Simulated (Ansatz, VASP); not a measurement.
# Two plane-wave programs on GaAg3S2

Contents of INCAR:

```
SYSTEM = GaAg3S2
ALGO = Normal
EDIFF = 1E-7
ENCUT = 520
GGA = PE
ISIF = 2
ISMEAR = 0
LASPH = .True.
LCHARG = .False.
LREAL = .False.
LWAVE = .False.
NBANDS = 38
NELM = 100
PREC = Accurate
SIGMA = 0.1
```

The input KPOINTS:

```
k-points
0
Gamma
  12 12 6
  0 0 0
```

POSCAR

```
GaAg3S2
1.0
    5.5301707389      0.0000000000      0.0000000000
   -2.7650853695      4.7892683472      0.0000000000
    0.0000000000      0.0000000000      7.3789396445
Ga Ag S
1 3 2
Direct
    0.0000000000      0.0000000000      0.5000000000
    0.5000000000      0.0000000000      0.0000000000
    0.0000000000      0.5000000000      0.0000000000
    0.5000000000      0.5000000000      0.0000000000
    0.0000000000      0.0000000000      0.2136112832
    0.0000000000      0.0000000000      0.7863887168
```

Input for Ansatz:

```yaml
crystal:
  lattice:
    - [5.5301707389, 0.0, 0.0]
    - [-2.7650853695, 4.7892683472, 0.0]
    - [0.0, 0.0, 7.3789396445]
  atoms:
    - { symbol: Ga, position: [0.0, 0.0, 0.5] }
    - { symbol: Ag, position: [0.5, 0.0, 0.0] }
    - { symbol: Ag, position: [0.0, 0.5, 0.0] }
    - { symbol: Ag, position: [0.5, 0.5, 0.0] }
    - { symbol: S, position: [0.0, 0.0, 0.2136112832] }
    - { symbol: S, position: [0.0, 0.0, 0.7863887168] }
basis:
  ecutwfc: 420
kpoints:
  mp_grid: { grid: [12, 12, 6] }
  band_path:
    path:
      - [[0.0, 0.0, 0.0], [0.5, 0.0, 0.0], [0.33333333, 0.33333333, 0.0], [0.0, 0.0, 0.0], [0.0, 0.0, 0.5], [0.5, 0.0, 0.5], [0.33333333, 0.33333333, 0.5], [0.0, 0.0, 0.5]]
      - [[0.5, 0.0, 0.5], [0.5, 0.0, 0.0]]
      - [[0.33333333, 0.33333333, 0.5], [0.33333333, 0.33333333, 0.0]]
    npoints: 14
hamiltonian:
  xc: pbe
scf:
  occupations: { method: gaussian, width: 0.1 }
  n_extra_bands: 15
output:
  forces: true
  stress: true
  eigenvalues: true
  populations: true
  dos: { projected: true, de: 0.02, nscf_kmesh: { grid: [15, 15, 8] } }
  bader: true
  write_density: true
  write_potential: true
  elf: true
  volumetric_format: npy
```

Alike in both runs: task single point; functional PBE; k mesh 12 × 12 × 6; occupations gaussian, width 0.1 eV; no spin polarisation.

|  | VASP | Ansatz |
| --- | --- | --- |
| version | VASP 6.6.1 | Ansatz 0.2.0 |
| potentials or method | VASP PAW PBE potentials, release 64 (Ga_d, Ag, S), cutoff 520 eV | scalar-relativistic, plane waves, PAW |
| valence electrons in the cell | 58 | 82 |

Ansatz gave:

```
gap on the k mesh at the Fermi level (eV)                     : none
pressure (GPa)                                                : 0.0
traceless stress, the component that is largest in VASP (GPa) : 0.00
rms of the force components (eV/Å)                            : 0.000
```

Task: Estimate VASP's values.

Result: gap on the k mesh at the Fermi level (eV): none; pressure (GPa): -0.1; traceless stress, the component that is largest in VASP (GPa): -0.11; rms of the force components (eV/Å): 0.015.

Atom by atom the forces differ by 0.016 eV/Å (rms over components). A gap of «none» marks a metal or a gap that the smearing closes. The functional is the same, so the differences come from potentials, cutoffs and numerics. VASP's potentials hold 58 valence electrons a cell and Ansatz's 82, so a difference there can come from the potentials and not from the codes.
